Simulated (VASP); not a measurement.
# Mg8O9 (a cell with a defect) in VASP: relaxation of the atoms with PBE

Aim: the relaxation of the atoms of Mg8O9 (a cell with a defect) with PBE.

Program: VASP 6.6.1. These are calculated values, not measurements. Logs are shortened: lines on timing, memory, paths and dates and some standing lists are left out, and cuts for length are marked.

### Step 1. The cell of the first run

The cell holds a defect, 17 atoms: a = 5.414 Å, b = 5.414 Å, c = 5.414 Å, α = 60.00°, β = 60.00°, γ = 60.00°.

### Step 2. Relaxation of the atoms, PBE, collinear spin

File INCAR:

```
PREC     = Accurate       # precision mode
ENCUT    = 520            # plane-wave cutoff, eV
EDIFF    = 1E-7           # SCF threshold, eV
ISMEAR   = -1             # smearing method
SIGMA    = 0.05           # smearing width, eV
LREAL    = Auto         
LASPH    = True           # aspherical terms in the spheres
NELM     = 150            # most SCF steps
ALGO     = Normal         # electronic algorithm
ISIF     = 2              # what is computed and relaxed
LWAVE    = False          # write WAVECAR
LCHARG   = False          # write CHGCAR
ISPIN    = 2              # spin polarisation
MAGMOM   = 0 0 0 0 0 0 0 0 0 0 0 0 0 0 0 0 1 # initial moments
LORBIT   = 11             # projections on sites
GGA      = PE             # functional
IBRION   = 2              # ionic algorithm
NSW      = 45             # ionic steps
EDIFFG   = -0.08          # ionic threshold
```

File KPOINTS:

```
Automatic mesh
0
Gamma
  2 2 2
```

File POSCAR:

```
Mg8O9
1.0
    0.0000000000      3.8280000000      3.8280000000
    3.8280000000      0.0000000000      3.8280000000
    3.8280000000      3.8280000000      0.0000000000
Mg O
8 9
Direct
    0.0000000000      0.0000000000      0.0000000000
    0.0000000000      0.0000000000      0.5000000000
    0.0000000000      0.5000000000      0.0000000000
    0.0000000000      0.5000000000      0.5000000000
    0.5000000000      0.0000000000      0.0000000000
    0.5000000000      0.0000000000      0.5000000000
    0.5000000000      0.5000000000      0.0000000000
    0.5000000000      0.5000000000      0.5000000000
    0.2500000000      0.2500000000      0.2500000000
    0.2500000000      0.2500000000      0.7500000000
    0.2500000000      0.7500000000      0.2500000000
    0.2500000000      0.7500000000      0.7500000000
    0.7500000000      0.2500000000      0.2500000000
    0.7500000000      0.2500000000      0.7500000000
    0.7500000000      0.7500000000      0.2500000000
    0.7500000000      0.7500000000      0.7500000000
    0.8794150000      0.8685075000      0.3779317000
```

Potentials or basis: VASP PAW PBE potentials, release 64 (Mg, O).

Started as:

```bash
cat potpaw_PBE.64/Mg/POTCAR potpaw_PBE.64/O/POTCAR > POTCAR
mpirun -np 1 vasp_std > vasp.out
```

OUTCAR:

```text
PREC = Accurate
   ENCUT = 520
   EDIFF = 1E-7
   ISMEAR = -1
   LREAL = Auto
   LASPH = True
   NELM = 150
   ISIF = 2
   ISPIN = 2
   LORBIT = 11
   GGA = PE
   IBRION = 2
   NSW = 45
   EDIFFG = -0.08

 ion  position               nearest neighbor table
   1  0.000  0.000  0.000-  17 1.67  11 1.91  12 1.91  13 1.91  14 1.91  15 1.91  10 1.91   3 2.71
                             5 2.71   2 2.71   2 2.71   4 2.71   6 2.71   3 2.71   4 2.71   7 2.71
   2  0.000  0.000  0.500-  17 1.65  11 1.91  12 1.91  13 1.91  14 1.91  16 1.91   9 1.91   4 2.71
                             6 2.71   1 2.71   1 2.71   3 2.71   5 2.71   3 2.71   4 2.71   8 2.71
   3  0.000  0.500  0.000-   9 1.91  10 1.91  12 1.91  13 1.91  15 1.91  16 1.91   1 2.71   4 2.71
                             7 2.71   2 2.71   4 2.71   8 2.71   1 2.71   2 2.71   5 2.71   5 2.71
   4  0.000  0.500  0.500-  17 1.63  10 1.91  11 1.91  14 1.91  15 1.91  16 1.91   9 1.91   3 2.71
                             8 2.71   2 2.71   1 2.71   3 2.71   7 2.71   1 2.71   2 2.71   6 2.71
   5  0.500  0.000  0.000-   9 1.91  10 1.91  11 1.91  14 1.91  15 1.91  16 1.91   1 2.71   6 2.71
                             7 2.71   2 2.71   6 2.71   8 2.71   3 2.71   7 2.71   8 2.71   1 2.71
   6  0.500  0.000  0.500-  17 1.68  10 1.91  12 1.91  13 1.91  15 1.91  16 1.91   9 1.91   5 2.71
                             8 2.71   2 2.71   1 2.71   5 2.71   7 2.71   4 2.71   7 2.71   8 2.71
   7  0.500  0.500  0.000-   9 1.91  11 1.91  12 1.91  13 1.91  14 1.91  16 1.91   3 2.71   5 2.71
                             8 2.71   4 2.71   6 2.71   8 2.71   1 2.71   5 2.71   6 2.71   1 2.71
   8  0.500  0.500  0.500-  10 1.91  11 1.91  12 1.91  13 1.91  14 1.91  15 1.91   4 2.71   6 2.71
                             7 2.71   3 2.71   5 2.71   7 2.71   2 2.71   5 2.71   6 2.71   2 2.71
   9  0.250  0.250  0.250-   2 1.91   3 1.91   4 1.91   5 1.91   6 1.91   7 1.91
  10  0.250  0.250  0.750-   1 1.91   3 1.91   4 1.91   5 1.91   6 1.91   8 1.91
  11  0.250  0.750  0.250-  17 1.64   2 1.91   4 1.91   5 1.91   7 1.91   8 1.91   1 1.91
  12  0.250  0.750  0.750-   1 1.91   2 1.91   3 1.91   6 1.91   7 1.91   8 1.91
  13  0.750  0.250  0.250-  17 1.69   2 1.91   3 1.91   6 1.91   7 1.91   8 1.91   1 1.91
  14  0.750  0.250  0.750-   1 1.91   2 1.91   4 1.91   5 1.91   7 1.91   8 1.91
  15  0.750  0.750  0.250-  17 1.66   3 1.91   4 1.91   5 1.91   6 1.91   8 1.91   1 1.91
  16  0.750  0.750  0.750-  17 1.64   3 1.91   4 1.91   5 1.91   6 1.91   7 1.91   2 1.91
  17  0.879  0.869  0.378-   4 1.63  11 1.64  16 1.64   2 1.65  15 1.66   1 1.67   6 1.68  13 1.69

  LATTYP: Found a face centered cubic cell.
 ALAT       =     7.6560000000

  Lattice vectors:

 A1 = (   0.0000000000,   3.8280000000,   3.8280000000)
 A2 = (   3.8280000000,   0.0000000000,   3.8280000000)
 A3 = (   3.8280000000,   3.8280000000,   0.0000000000)

Analysis of symmetry for initial positions (statically):
=====================================================================
 Subroutine PRICEL returns:
 Original cell was already a primitive cell.

 Routine SETGRP: Setting up the symmetry group for a
 face centered cubic supercell.

 Subroutine GETGRP returns: Found  1 space group operations
 (whereof  1 operations were pure point group operations)
 out of a pool of 48 trial point group operations.

The static configuration has the point symmetry C_1 .

Analysis of symmetry for dynamics (positions and initial velocities):
=====================================================================
 Subroutine PRICEL returns:
 Original cell was already a primitive cell.

 Routine SETGRP: Setting up the symmetry group for a
 face centered cubic supercell.

 Subroutine GETGRP returns: Found  1 space group operations
 (whereof  1 operations were pure point group operations)
 out of a pool of 48 trial point group operations.

The dynamic configuration has the point symmetry C_1 .

Analysis of structural, dynamic, and magnetic symmetry:
=====================================================================
 Subroutine PRICEL returns:
 Original cell was already a primitive cell.

 Routine SETGRP: Setting up the symmetry group for a
 face centered cubic supercell.

 Subroutine GETGRP returns: Found  1 space group operations
 (whereof  1 operations were pure point group operations)
 out of a pool of 48 trial point group operations.

The overall configuration has the point symmetry C_1 .

 Subroutine INISYM returns: Found  1 space group operations
 (whereof  1 operations are pure point group operations),
 and found     1 'primitive' translations

----------------------------------------------------------------------------------------

                                     Primitive cell

[... 102 lines left out ...]
   NELM   =    150;   NELMIN=  2; NELMDL= -5     # of ELM steps
   EDIFF  = 0.1E-06   stopping-criterion for ELM
   LREAL  =      T    real-space projection
   EDIFFG = -.8E-01   stopping-criterion for IOM
   NSW    =     45    number of steps for IOM
   IBRION =      2    ionic relax: 0-MD 1-quasi-New 2-CG
   NFREE  =      1    steps in history (QN), initial steepest desc. (CG)
   ISIF   =      2    stress and relaxation
   ISYM   =      2    0-nonsym 1-usesym 2-fastsym
   POTIM  = 0.5000    time-step for ionic-motion
   TEBEG  =    0.0;   TEEND  =   0.0 temperature during run
   PSTRESS=    0.0 pullay stress
   NELECT =      70.0000    total number of electrons
   NUPDOWN=      -1.0000    fix difference up-down
   EMIN   =  10.00;   EMAX   =-10.00  energy-range for DOS
   EFERMI =   0.00;   METHOD = LEGACY
   ISMEAR =    -1;   SIGMA  =   0.05  broadening in eV -4-tet -1-fermi 0-gaus
   EFERMI_NEDOS =   21; number of points for ismear=-14 and -15
   IALGO  =     38    algorithm
   IMIX   =      4    mixing-type and parameters
     AMIX     =   0.40;   BMIX     =  1.00
     AMIX_MAG =   1.60;   BMIX_MAG =  1.00
  volume/ion in A,a.u.               =       6.60        44.53
  Fermi-wavevector in a.u.,A,eV,Ry     =   1.398918  2.643572 26.626214  1.956971
  Thomas-Fermi vector in A             =   2.522029
   LORBIT       =     11    0 simple, 1 ext, 2 COOP (PROOUT), +10 PAW based schemes
   GGA     = PE    functional components
   LHFCALC =     F    Hartree Fock is set to
   AEXX    =    0.0000 exact exchange contribution
   IVDW    =     0    specifies the selected vdW correction
   LEPSILON=     F    determine dielectric tensor
   LRPA    =     F    only Hartree local field effects (RPA)
 conjugate gradient relaxation of ions
 spin polarized calculation
  energy-cutoff  :      520.00
  volume of cell :      112.19
 maximum number of plane-waves:      3026
   NGX = 21   NGY = 21   NGZ = 21

--------------------------------------- Ionic step        1  -------------------------------------------

 number of electron      70.0000029 magnetization       1.9999927

 Free energy of the ion-electron system (eV)
  ---------------------------------------------------
  ext. energy  EPLUGINS =         0.00000000
  ---------------------------------------------------
  free energy    TOTEN  =       -72.63500253 eV

  energy without entropy =      -72.62820174  energy(sigma->0) =      -72.63160214

------------------------ aborting loop because EDIFF is reached ----------------------------------------

  FORCE on cell =-STRESS in cart. coord.  units (eV):
  Direction    XX          YY          ZZ          XY          YZ          ZX
  --------------------------------------------------------------------------------------
  -------------------------------------------------------------------------------------
  Total      102.5899471    102.6290743    102.5929716     -0.5423251     -0.6680748      1.0392294
  in kB     1465.1078834   1465.6666669   1465.1510778     -7.7450557     -9.5409121     14.8414461
  external PRESSURE =    1465.3085427 kB  Pullay stress =       0.0000000 kB
[... 38 lines left out ...]
--------------------------------------- Ionic step        2  -------------------------------------------

 number of electron      70.0000013 magnetization       1.9994167

 E-fermi :  10.0303     XC(G=0): -12.7531

 val. band max:        9.8792474066   @ k =   0.0000   0.0000   0.0000
 cond. band min:      10.1986406148   @ k =   0.5000   0.0000   0.0000
 fundamental gap:      0.3193932082
 Fermi energy:        10.0303272536

 spin component 1

 k-point     1 :       0.0000    0.0000    0.0000
  band No.  band energies     occupation
      1     -14.4833      1.00000
      2     -12.8943      1.00000
      3     -12.2720      1.00000
      4     -12.1992      1.00000
      5     -12.0560      1.00000
      6      -9.2762      1.00000
[... 855 lines left out ...]
  FREE ENERGIE OF THE ION-ELECTRON SYSTEM (eV)
  ---------------------------------------------------
  free  energy   TOTEN  =       -77.5866255533 eV

  energy  without entropy=      -77.5793101792  energy(sigma->0) =      -77.58296787

[... ionic steps 4 to 20 ...]

--------------------------------------- Ionic step       21  -------------------------------------------

 number of electron      70.0000005 magnetization       1.9641143

------------------------ aborting loop because EDIFF is reached ----------------------------------------
[... 97 lines left out ...]
--------------------------------------- Ionic step       23  -------------------------------------------

 number of electron      70.0000004 magnetization       1.9658752

 Free energy of the ion-electron system (eV)
  ---------------------------------------------------
  ext. energy  EPLUGINS =         0.00000000
  ---------------------------------------------------
  free energy    TOTEN  =       -78.15614072 eV

  energy without entropy =      -78.14869928  energy(sigma->0) =      -78.15242000

 E-fermi :   9.3172     XC(G=0): -12.8202

 val. band max:        9.1803784430   @ k =   0.5000   0.0000   0.5000
 cond. band min:       9.4404550574   @ k =   0.5000   0.5000   0.5000
 fundamental gap:      0.2600766144
 Fermi energy:         9.3172399705

 spin component 1

 k-point     1 :       0.0000    0.0000    0.0000
  band No.  band energies     occupation
      1     -14.2137      1.00000
      2     -12.1048      1.00000
      3     -11.2015      1.00000
      4     -11.1825      1.00000
      5     -10.8736      1.00000
      6     -10.5166      1.00000
[... 804 lines left out ...]
  FREE ENERGIE OF THE ION-ELECTRON SYSTEM (eV)
  ---------------------------------------------------
  free  energy   TOTEN  =       -78.1561407184 eV

  energy  without entropy=      -78.1486992822  energy(sigma->0) =      -78.15242000

 reached required accuracy - stopping structural energy minimisation

 total charge

# of ion       s       p       d       tot
------------------------------------------
    1        0.202   0.303   0.171   0.677
    2        0.203   0.305   0.173   0.681
    3        0.214   0.330   0.186   0.729
    4        0.261   0.390   0.227   0.877
    5        0.236   0.379   0.225   0.840
    6        0.202   0.303   0.171   0.676
[... 9 lines left out ...]
   16        1.591   3.675   0.000   5.266
   17        1.672   3.627   0.000   5.299
--------------------------------------------------
tot         15.996  36.218   1.525  53.740

 magnetization (x)

# of ion       s       p       d       tot
------------------------------------------
    1        0.001   0.004   0.007   0.012
    2        0.001   0.004   0.007   0.012
    3       -0.000  -0.000   0.001   0.001
    4       -0.002  -0.003  -0.001  -0.006
    5       -0.000   0.003   0.006   0.009
    6        0.001   0.004   0.007   0.012
[... 9 lines left out ...]
   16        0.012   0.317   0.000   0.328
   17        0.012   0.749   0.000   0.760
--------------------------------------------------
tot          0.045   1.715   0.030   1.790
```

Run time: 59 min. Hardware: 1 thread of Oxide Virtual Turin-like, shared host; peak memory 0.29 GiB.

What came out:

```yaml
Free_energy: -78.1561 eV
Pressure_after_relaxing: 135.9 GPa
Largest_force_after_relaxing: 0.075 eV/Å
Band_gap_on_the_k_mesh: 0.26 eV
Net_moment: 1.97 μB per cell
Site_moments: Mg +0.01, +0.00, -0.01 (each value once); O -0.00, +0.33, +0.01, +0.32, +0.76 (each value once) μB
Valence_electrons_inside_the_program's_atomic_spheres: Mg 0.68, 0.73, 0.88, 0.84 (each value once); O 5.35, 5.27, 5.31, 5.33, 5.36, 5.30 (each value once)
```

Forces on the atoms (eV/Å):
```
Mg  -0.017 -0.009  0.009
Mg  -0.003  0.014 -0.002
Mg   0.020 -0.020  0.004
Mg   0.020 -0.003  0.023
Mg   0.013 -0.001  0.018
Mg   0.013 -0.013 -0.018
Mg   0.018 -0.004  0.022
Mg   0.004 -0.017  0.020
O   -0.011  0.012 -0.005
O   -0.010 -0.001 -0.008
O    0.023 -0.013  0.003
O   -0.040  0.041 -0.038
O   -0.002  0.001  0.000
O   -0.006  0.012 -0.010
O    0.009 -0.020  0.013
O    0.011 -0.007  0.022
O   -0.046  0.026 -0.054
```

Final structure:
```yaml
crystal:
  lattice:
    - [0.00000, 3.82800, 3.82800]
    - [3.82800, 0.00000, 3.82800]
    - [3.82800, 3.82800, 0.00000]
  atoms:
    - { symbol: Mg, position: [0.99733, 0.00575, 0.99967] }
    - { symbol: Mg, position: [0.99762, 0.00683, 0.49758] }
    - { symbol: Mg, position: [0.00139, 0.50502, 0.99661] }
    - { symbol: Mg, position: [0.02086, 0.43574, 0.52115] }
    - { symbol: Mg, position: [0.49115, 0.02698, 0.99106] }
    - { symbol: Mg, position: [0.50010, 0.00551, 0.49720] }
    - { symbol: Mg, position: [0.49667, 0.50461, 0.99676] }
    - { symbol: Mg, position: [0.49657, 0.50495, 0.50146] }
    - { symbol: O, position: [0.25156, 0.25380, 0.24322] }
    - { symbol: O, position: [0.25127, 0.25383, 0.75122] }
    - { symbol: O, position: [0.29842, 0.75336, 0.22375] }
    - { symbol: O, position: [0.24657, 0.76014, 0.74658] }
    - { symbol: O, position: [0.73892, 0.28306, 0.23893] }
    - { symbol: O, position: [0.74311, 0.25377, 0.75161] }
    - { symbol: O, position: [0.72500, 0.75320, 0.22511] }
    - { symbol: O, position: [0.72392, 0.75332, 0.79798] }
    - { symbol: O, position: [0.89896, 0.80864, 0.39806] }
```

Caveat: the k points lie up to 0.71 Å⁻¹ apart; the relaxation stopped at a loose force limit of 0.08 eV/Å, so its end isn't a converged minimum.
